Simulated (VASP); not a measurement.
# Cu (Fm-3m) in VASP: settings compared

Aim: see how the results for Cu move with the level of theory and the settings. Levels: PBE, PBEsol. Tasks: density of states.

Everything below comes from runs of VASP 6.6.1. Logs are shortened: lines on timing, memory, paths and dates and some standing lists are left out, and cuts for length are marked.

### Step 1. The cell of the first run

Symmetry: Fm-3m, No. 225, cubic system. The conventional cell has a = 3.630 Å, b = 3.630 Å, c = 3.630 Å, α = 90.00°, β = 90.00°, γ = 90.00°. Cu (site symmetry m-3m) has 12 Cu at 2.57 Å within 3.4 Å.

### Step 2. Density of states, PBE

Contents of POSCAR:

```
Cu
1.0
    0.0000000000      1.8148741495      1.8148741495
    1.8148741495      0.0000000000      1.8148741495
    1.8148741495      1.8148741495      0.0000000000
Cu
1
Direct
    0.0000000000      0.0000000000      0.0000000000
```

Contents of INCAR.step1:

```
SYSTEM = Cu
PREC = Accurate ; ENCUT = 520
EDIFF = 1E-7 ; ISMEAR = 0
SIGMA = 0.1 ; LREAL = .FALSE.
LASPH = .TRUE. ; NELM = 60
ALGO = Normal ; ISIF = 2
LWAVE = .FALSE. ; LCHARG = .TRUE.
LMAXMIX = 4 ; GGA = PE
NBANDS = 12
```

Contents of KPOINTS.step1:

```
Automatic mesh
0
G
  20 20 20
  0 0 0
```

Contents of INCAR.step2:

```
SYSTEM = Cu
PREC = Accurate ; ENCUT = 520
EDIFF = 1E-7 ; ISMEAR = -5
SIGMA = 0.1 ; LREAL = .FALSE.
LASPH = .TRUE. ; NELM = 60
ALGO = Normal ; ISIF = 2
LWAVE = .FALSE. ; LCHARG = .FALSE.
LMAXMIX = 4 ; GGA = PE
LORBIT = 11 ; NBANDS = 12
NEDOS = 1001 ; ICHARG = 11
```

Contents of KPOINTS.step2:

```
Automatic mesh
0
G
  30 30 30
  0 0 0
```

Potentials or basis: VASP PAW PBE potentials, release 64 (Cu).

The run is started by

```console
> cat potpaw_PBE.64/Cu/POTCAR > POTCAR
> cp INCAR.step1 INCAR
> cp KPOINTS.step1 KPOINTS
> mpirun -np 1 vasp_std > vasp.out
> cp INCAR.step2 INCAR
> cp KPOINTS.step2 KPOINTS
> mpirun -np 1 vasp_std > vasp.out
```

OUTCAR:

```text
SYSTEM = Cu
   PREC = Accurate
   ENCUT = 520
   EDIFF = 1E-7
   ISMEAR = -5
   LREAL = .FALSE.
   LASPH = .TRUE.
   NELM = 60
   ISIF = 2
   GGA = PE
   LORBIT = 11
   ICHARG = 11

 ion  position               nearest neighbor table
   1  0.000  0.000  0.000-

  LATTYP: Found a face centered cubic cell.
 ALAT       =     3.6297482990

  Lattice vectors:

 A1 = (   0.0000000000,   1.8148741495,   1.8148741495)
 A2 = (   1.8148741495,   0.0000000000,   1.8148741495)
 A3 = (   1.8148741495,   1.8148741495,   0.0000000000)

Analysis of symmetry for initial positions (statically):
=====================================================================
 Subroutine PRICEL returns:
 Original cell was already a primitive cell.

 Routine SETGRP: Setting up the symmetry group for a
 face centered cubic supercell.

 Subroutine GETGRP returns: Found 48 space group operations
 (whereof 48 operations were pure point group operations)
 out of a pool of 48 trial point group operations.

The static configuration has the point symmetry O_h .

Analysis of symmetry for dynamics (positions and initial velocities):
=====================================================================
 Subroutine PRICEL returns:
 Original cell was already a primitive cell.

 Routine SETGRP: Setting up the symmetry group for a
 face centered cubic supercell.

 Subroutine GETGRP returns: Found 48 space group operations
 (whereof 48 operations were pure point group operations)
 out of a pool of 48 trial point group operations.

The dynamic configuration has the point symmetry O_h .

 Subroutine INISYM returns: Found 48 space group operations
 (whereof 48 operations are pure point group operations),
 and found     1 'primitive' translations

----------------------------------------------------------------------------------------

                                     Primitive cell

  volume of cell :      11.9555

  direct lattice vectors                    reciprocal lattice vectors
     0.000000000  1.814874150  1.814874150    -0.275501197  0.275501197  0.275501197
     1.814874150  0.000000000  1.814874150     0.275501197 -0.275501197  0.275501197
     1.814874150  1.814874150  0.000000000     0.275501197  0.275501197 -0.275501197

  length of vectors
     2.566619636  2.566619636  2.566619636     0.477182070  0.477182070  0.477182070

  position of ions in fractional coordinates (direct lattice)
     0.000000000  0.000000000  0.000000000

  ion indices of the primitive-cell ions
   primitive index   ion index
                 1           1

----------------------------------------------------------------------------------------

 KPOINTS: Automatic mesh

Automatic generation of k-mesh.
 Grid dimensions read from file:
 generate k-points for:   30   30   30

 Generating k-lattice:

  Cartesian coordinates                     Fractional coordinates (reciprocal lattice)
    -0.009183373  0.009183373  0.009183373     0.033333333  0.000000000  0.000000000
     0.009183373 -0.009183373  0.009183373     0.000000000  0.033333333  0.000000000
     0.009183373  0.009183373 -0.009183373     0.000000000  0.000000000  0.033333333

  Length of vectors
     0.015906069  0.015906069  0.015906069

  Shift w.r.t. Gamma in fractional coordinates (k-lattice)
     0.000000000  0.000000000  0.000000000

 TETIRR: Found   3593 inequivalent tetrahedra from   162000

 Subroutine IBZKPT returns following result:
 ===========================================

 Found    752 irreducible k-points:

 Following reciprocal coordinates:
            Coordinates               Weight
  0.000000  0.000000  0.000000      1.000000
  0.033333  0.000000  0.000000      8.000000
  0.066667  0.000000  0.000000      8.000000
  0.100000  0.000000  0.000000      8.000000
  0.133333  0.000000  0.000000      8.000000
  0.166667  0.000000  0.000000      8.000000
[... 16 lines left out ...]
  0.233333  0.033333  0.000000     24.000000
  0.266667  0.033333  0.000000     24.000000
 [... further k-points ...]
   k-points           NKPTS =    752   k-points in BZ     NKDIM =    752   number of bands    NBANDS=     12
   number of dos      NEDOS =   1001   number of ions     NIONS =      1
   total plane-waves  NPLWV =   8000
   dimension x,y,z NGX =    20 NGY =   20 NGZ =   20
   dimension x,y,z NGXF=    40 NGYF=   40 NGZF=   40
   ions per type =               1
   NGX,Y,Z   is equivalent  to a cutoff of  12.95, 12.95, 12.95 a.u.
   NGXF,Y,Z  is equivalent  to a cutoff of  25.91, 25.91, 25.91 a.u.
 SYSTEM =  Cu
   PREC   = accura    normal or accurate (medium, high low for compatibility)
   ISTART =      0    job   : 0-new  1-cont  2-samecut
   ICHARG =     11    charge: 1-file 2-atom 10-const
   ISPIN  =      1    spin polarized calculation?
   LNONCOLLINEAR =      F non collinear calculations
   LSORBIT =      F    spin-orbit coupling
   LASPH  =      T    aspherical Exc in radial PAW
   ENCUT  =  520.0 eV  38.22 Ry    6.18 a.u.   4.77  4.77  4.77*2*pi/ulx,y,z
   NELM   =     60;   NELMIN=  2; NELMDL=  0     # of ELM steps
   EDIFF  = 0.1E-06   stopping-criterion for ELM
   LREAL  =      F    real-space projection
   EDIFFG = 0.1E-05   stopping-criterion for IOM
   NSW    =      0    number of steps for IOM
   IBRION =     -1    ionic relax: 0-MD 1-quasi-New 2-CG
   NFREE  =      0    steps in history (QN), initial steepest desc. (CG)
   ISIF   =      2    stress and relaxation
   ISYM   =      2    0-nonsym 1-usesym 2-fastsym
   POTIM  = 0.5000    time-step for ionic-motion
   TEBEG  =    0.0;   TEEND  =   0.0 temperature during run
   PSTRESS=    0.0 pullay stress
   NELECT =      11.0000    total number of electrons
   NUPDOWN=      -1.0000    fix difference up-down
   EMIN   =  10.00;   EMAX   =-10.00  energy-range for DOS
   EFERMI =   0.00;   METHOD = LEGACY
   ISMEAR =    -5;   SIGMA  =   0.10  broadening in eV -4-tet -1-fermi 0-gaus
   EFERMI_NEDOS =   21; number of points for ismear=-14 and -15
   IALGO  =     38    algorithm
   IMIX   =      4    mixing-type and parameters
     AMIX     =   0.40;   BMIX     =  1.00
     AMIX_MAG =   1.60;   BMIX_MAG =  1.00
  volume/ion in A,a.u.               =      11.96        80.68
  Fermi-wavevector in a.u.,A,eV,Ry     =   1.592267  3.008948 34.495041  2.535314
  Thomas-Fermi vector in A             =   2.690679
   LORBIT       =     11    0 simple, 1 ext, 2 COOP (PROOUT), +10 PAW based schemes
   GGA     = PE    functional components
   LHFCALC =     F    Hartree Fock is set to
   AEXX    =    0.0000 exact exchange contribution
   IVDW    =     0    specifies the selected vdW correction
   LEPSILON=     F    determine dielectric tensor
   LRPA    =     F    only Hartree local field effects (RPA)
 non-spin polarized calculation
 Fermi weights with tetrahedron method with Bloechl corrections
  energy-cutoff  :      520.00
  volume of cell :       11.96
 maximum number of plane-waves:       332

 number of electron      10.9999997 magnetization

 Free energy of the ion-electron system (eV)
  ---------------------------------------------------
  ext. energy  EPLUGINS =         0.00000000
  ---------------------------------------------------
  free energy    TOTEN  =        -3.72774357 eV

  energy without entropy =       -3.72774357  energy(sigma->0) =       -3.72774357

 E-fermi :   7.4624     XC(G=0): -12.6549

 val. band max:        7.4382095984   @ k =   0.5000   0.2667   0.1000
 cond. band min:       7.4640923199   @ k =   0.5000   0.3333   0.1333
 fundamental gap:      0.0258827214
 Fermi energy:         7.4623946979

 k-point     1 :       0.0000    0.0000    0.0000
  band No.  band energies     occupation
      1      -1.8235      2.00000
      2       4.4469      2.00000
      3       4.4469      2.00000
      4       4.4469      2.00000
      5       5.2535      2.00000
      6       5.2535      2.00000
      7      29.9313      0.00000
      8      32.4810      0.00000
      9      32.4810      0.00000
     10      32.4810      0.00000
     11      34.9639      0.00000
     12      34.9639      0.00000

 k-point     2 :       0.0333    0.0000    0.0000
  band No.  band energies     occupation
      1      -1.7832      2.00000
      2       4.4383      2.00000
      3       4.4546      2.00000
      4       4.4546      2.00000
      5       5.2503      2.00000
      6       5.2503      2.00000
      7      29.7424      0.00000
      8      31.7487      0.00000
      9      32.3331      0.00000
     10      32.3331      0.00000
     11      35.1700      0.00000
     12      35.1700      0.00000

 k-point     3 :       0.0667    0.0000    0.0000
  band No.  band energies     occupation
      1      -1.6630      2.00000
      2       4.4135      2.00000
      3       4.4767      2.00000
      4       4.4767      2.00000
      5       5.2419      2.00000
      6       5.2419      2.00000
      7      28.8858      0.00000
      8      30.9455      0.00000
      9      31.9896      0.00000
     10      31.9896      0.00000
     11      35.6835      0.00000
     12      35.6835      0.00000

 k-point     4 :       0.1000    0.0000    0.0000
  band No.  band energies     occupation
      1      -1.4642      2.00000
      2       4.3750      2.00000
      3       4.5099      2.00000
      4       4.5099      2.00000
      5       5.2313      2.00000
      6       5.2313      2.00000
      7      27.3780      0.00000
      8      30.6474      0.00000
      9      31.5847      0.00000
     10      31.5847      0.00000
     11      36.3501      0.00000
     12      36.3505      0.00000

 k-point     5 :       0.1333    0.0000    0.0000
  band No.  band energies     occupation
      1      -1.1895      2.00000
      2       4.3270      2.00000
      3       4.5482      2.00000
      4       4.5482      2.00000
      5       5.2241      2.00000
      6       5.2241      2.00000
      7      25.6797      0.00000
      8      30.4931      0.00000
      9      31.1839      0.00000
     10      31.1839      0.00000
     11      36.8535      0.00000
     12      37.0283      0.00000
[... 228 lines left out ...]
      1      -0.9317      2.00000
      2       4.2782      2.00000
      3       4.5809      2.00000
      4       4.5842      2.00000
      5       5.1755      2.00000
      6       5.2715      2.00000
      7      24.5564      0.00000
      8      29.9206      0.00000
      9      29.9256      0.00000
     10      32.3543      0.00000
     11      35.5009      0.00000
     12      37.9543      0.00000

 k-point    22 :       0.2000    0.0333    0.0000
  band No.  band energies     occupation
      1      -0.5417      2.00000
      2       4.2293      2.00000
      3       4.6066      2.00000
      4       4.6099      2.00000
      5       5.1880      2.00000
      6       5.2959      2.00000
      7      22.8442      0.00000
      8      29.5564      0.00000
      9      29.6965      0.00000
     10      32.1444      0.00000
     11      35.2636      0.00000
     12      37.7079      0.00000

 k-point    23 :       0.2333    0.0333    0.0000
  band No.  band energies     occupation
      1      -0.0935      2.00000
      2       4.1929      2.00000
      3       4.6120      2.00000
      4       4.6185      2.00000
      5       5.2299      2.00000
      6       5.3411      2.00000
      7      21.1675      0.00000
      8      29.2429      0.00000
      9      29.4681      0.00000
     10      31.8499      0.00000
     11      34.8523      0.00000
     12      37.2717      0.00000

 k-point    24 :       0.2667    0.0333    0.0000
  band No.  band energies     occupation
      1       0.3981      2.00000
      2       4.1838      2.00000
      3       4.5960      2.00000
      4       4.6089      2.00000
      5       5.3012      2.00000
      6       5.4063      2.00000
      7      19.5402      0.00000
      8      28.9870      0.00000
      9      29.2403      0.00000
     10      31.4894      0.00000
     11      34.3568      0.00000
     12      36.5092      0.00000

 [... further k-points ...]

------------------------ aborting loop because EDIFF is reached ----------------------------------------

  FORCE on cell =-STRESS in cart. coord.  units (eV):
  Direction    XX          YY          ZZ          XY          YZ          ZX
  --------------------------------------------------------------------------------------
  -------------------------------------------------------------------------------------
  Total       -0.0759002     -0.0759002     -0.0759002      0.0000000     -0.0000000      0.0000000
  in kB      -10.1714778    -10.1714778    -10.1714778      0.0000000     -0.0000000      0.0000000
  external PRESSURE =     -10.1714778 kB  Pullay stress =       0.0000000 kB

 VOLUME and BASIS-vectors are now :
 -----------------------------------------------------------------------------
  energy-cutoff  :      520.00
  volume of cell :       11.96
      direct lattice vectors                 reciprocal lattice vectors
     0.000000000  1.814874150  1.814874150    -0.275501197  0.275501197  0.275501197
     1.814874150  0.000000000  1.814874150     0.275501197 -0.275501197  0.275501197
     1.814874150  1.814874150  0.000000000     0.275501197  0.275501197 -0.275501197

 POSITION                                       TOTAL-FORCE (eV/Angst)
 -----------------------------------------------------------------------------------
      0.00000      0.00000      0.00000         0.000000      0.000000      0.000000
 -----------------------------------------------------------------------------------
    total drift:                                0.000000      0.000000      0.000000

  FREE ENERGIE OF THE ION-ELECTRON SYSTEM (eV)
  ---------------------------------------------------
  free  energy   TOTEN  =        -3.7277435669 eV

  energy  without entropy=       -3.7277435669  energy(sigma->0) =       -3.72774357

 total charge

# of ion       s       p       d       tot
------------------------------------------
    1        0.443   0.374   9.172   9.989
```

Run time: 1.8 min. Hardware: 1 thread of Intel Xeon Platinum 8259CL at 2.50GHz (Skylake/Cascade Lake), shared host; peak memory 0.21 GiB.

Results:

* Valence electrons inside the program's atomic spheres: Cu 9.99

Levels at points of the mesh, in eV from the Fermi level:
```csv
k point,band 2,band 3,band 4,band 5,band 6,band 7,band 8,band 9,band 10,band 11
"(0.00, 0.00, 0.00)",-3.02,-3.02,-3.02,-2.21,-2.21,22.47,25.02,25.02,25.02,27.50
"(0.50, 0.00, 0.00)",-3.05,-3.05,-1.65,-1.65,-0.99,3.67,20.97,21.85,21.85,24.87
"(0.50, 0.50, 0.00)",-4.38,-1.67,-1.51,-1.51,1.48,7.00,12.96,12.96,17.42,20.03
```

Caveat: tetrahedron occupations give inexact forces and stress in metals.

### Step 3. Density of states, PBEsol

POSCAR is that of step 2.

Contents of INCAR.step1:

```
SYSTEM = Cu
PREC = Accurate ; ENCUT = 520
EDIFF = 1E-7 ; ISMEAR = 0
SIGMA = 0.1 ; LREAL = .False.
LASPH = .True. ; NELM = 100
ALGO = Fast ; ISIF = 2
LWAVE = .False. ; LCHARG = .True.
LMAXMIX = 4 ; GGA = PS
NBANDS = 12
```

Contents of KPOINTS.step1:

```
regular mesh
0
Gamma
  20 20 20
  0 0 0
```

Contents of INCAR.step2:

```
SYSTEM = Cu
PREC = Accurate ; ENCUT = 520
EDIFF = 1E-7 ; ISMEAR = -5
SIGMA = 0.1 ; LREAL = .False.
LASPH = .True. ; NELM = 100
ALGO = Fast ; ISIF = 2
LWAVE = .False. ; LCHARG = .False.
LMAXMIX = 4 ; GGA = PS
LORBIT = 11 ; NEDOS = 1001
ICHARG = 11
```

Contents of KPOINTS.step2:

```
regular mesh
0
Gamma
  30 30 30
  0 0 0
```

Potentials or basis: VASP PAW PBE potentials, release 64 (Cu).

The run is started by

```console
> cat potpaw_PBE.64/Cu/POTCAR > POTCAR
> cp INCAR.step1 INCAR
> cp KPOINTS.step1 KPOINTS
> mpirun -np 1 vasp_std > vasp.out
> cp INCAR.step2 INCAR
> cp KPOINTS.step2 KPOINTS
> mpirun -np 1 vasp_std > vasp.out
```

Wall time 2.4 min (1 thread of Intel Xeon 8259CL, shared host); peak memory 0.2 GiB.

The run converged. Its results:

| Quantity | Value |
| --- | --- |
| Valence electrons inside the program's atomic spheres | Cu 9.99 |

Levels at points of the mesh, in eV from the Fermi level:
```
           k point  band 2  band 3  band 4  band 5  band 6  band 7  band 8  band 9
(0.00, 0.00, 0.00)   -3.00   -3.00   -3.00   -2.19   -2.19   22.47   24.99   24.99
(0.50, 0.00, 0.00)   -3.03   -3.03   -1.63   -1.63   -1.02    3.66   20.97   21.81
(0.50, 0.50, 0.00)   -4.38   -1.64   -1.49   -1.49    1.45    7.00   12.92   12.92
```

Caveat: the PAW data sets were made with another functional, which shifts forces and pressure a little; tetrahedron occupations give inexact forces and stress in metals.
